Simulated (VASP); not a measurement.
MgS:

```xyz
2
Lattice="0.0000 2.6015 2.6015 2.6015 0.0000 2.6015 2.6015 2.6015 0.0000" Properties=species:S:1:pos:R:3 pbc="T T T"
Mg    0.0000    0.0000    0.0000
S     2.6015    2.6015    2.6015
```

Base run:

* Program: VASP 6.6.1
* Functional: HSE06
* Potentials or basis: VASP PAW PBE potentials, release 64 (Mg, S)
* Cutoff: 520 eV
* k mesh: 6 × 6 × 6
* Occupations: gaussian, width 0.01 eV
* Spin: no spin polarisation

Its results: band gap on the k mesh 3.75 eV (least direct gap 4.80 eV); pressure -0.7 GPa.

The run is repeated on the same cell with these changes: functional from HSE06 to PBE0; further incar settings from ALGO = Normal; EDIFF = 1e-07; NBANDS = 11 to ALGO = Normal; EDIFF = 1e-06; NBANDS = 11. What comes out?

Band gap on the k mesh 4.49 eV (least direct gap 5.51 eV); pressure -0.7 GPa.

Caveats: the PAW data sets were made with another functional, which shifts forces and pressure a little.

A k mesh can miss the band edges.
